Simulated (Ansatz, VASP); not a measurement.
# Al: VASP beside Ansatz

```xyz
1
Lattice="0.0000 2.1859 2.1049 2.1859 0.0000 2.1049 2.1859 2.1859 0.0000" Properties=species:S:1:pos:R:3 pbc="T T T"
Al    0.0000    0.0000    0.0000
```

Change from the starting cell: strain +0.080 along x and y, +0.040 along z, atoms carried along.

Alike in both runs: task single point; functional PBE; k mesh 20 × 20 × 20; occupations gaussian, width 0.15 eV; no spin polarisation.

|  | VASP | Ansatz |
| --- | --- | --- |
| version | VASP 6.6.1 | Ansatz 0.2.0 |
| potentials or method | VASP PAW PBE potentials, release 64 (Al), cutoff 520 eV | scalar-relativistic, plane waves, PAW |
| valence electrons in the cell | 3 | 3 |

|  | VASP | Ansatz | Ansatz less VASP |
| --- | --- | --- | --- |
| gap on the k mesh at the Fermi level (eV) | none | none | - |
| pressure (GPa) | -9.5 | -9.5 | +0.01 |
| traceless stress, the component that is largest in VASP (GPa) | 0.50 | 0.50 | +0.003 |

A gap of «none» marks a metal or a gap that the smearing closes.
